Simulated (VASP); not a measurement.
A run of VASP 6.6.1:

INCAR

```
ALGO = Normal ; EDIFF = 1E-6
ENCUT = 520 ; GGA = PE
ISIF = 2 ; ISMEAR = 0
LASPH = T ; LCHARG = F
LREAL = F ; LWAVE = F
NBANDS = 40 ; NELM = 100
PREC = Accurate ; SIGMA = 0.1
```

KPOINTS

```
k-points
0
Gamma
  6 6 2
```

Contents of POSCAR:

```
Y2LuN3
1.0
    3.3917801200      0.0000000000      0.0000000000
   -1.6958900600      2.9373677500      0.0000000000
    0.0000000000      0.0000000000      8.2790740600
Y Lu N
2 1 3
Direct
    0.3333333300      0.6666666700      0.6657999800
    0.6666666700      0.3333333300      0.3342000200
    0.0000000000      0.0000000000      0.0000000000
    0.3333333300      0.6666666700      0.1726190000
    0.6666666700      0.3333333300      0.8273810000
    0.0000000000      0.0000000000      0.5000000000
```

Potentials or basis: VASP PAW PBE potentials, release 64 (Y_sv, Lu, N).

Command:

```sh
$ cat potpaw_PBE.64/Y_sv/POTCAR potpaw_PBE.64/Lu/POTCAR potpaw_PBE.64/N/POTCAR > POTCAR
$ mpirun -np 1 vasp_std > vasp.out
```

Hardware: 1 thread of Intel(R) Xeon(R) 6975P-C (Granite Rapids), on a shared host.

Task: How long does it take, and how much memory?

Result: Run time: 42 s on 1 thread of Intel(R) Xeon(R) 6975P-C (Granite Rapids), with other jobs on the host, peak memory 0.24 GiB. Counts: scf iterations 16, k points 14.
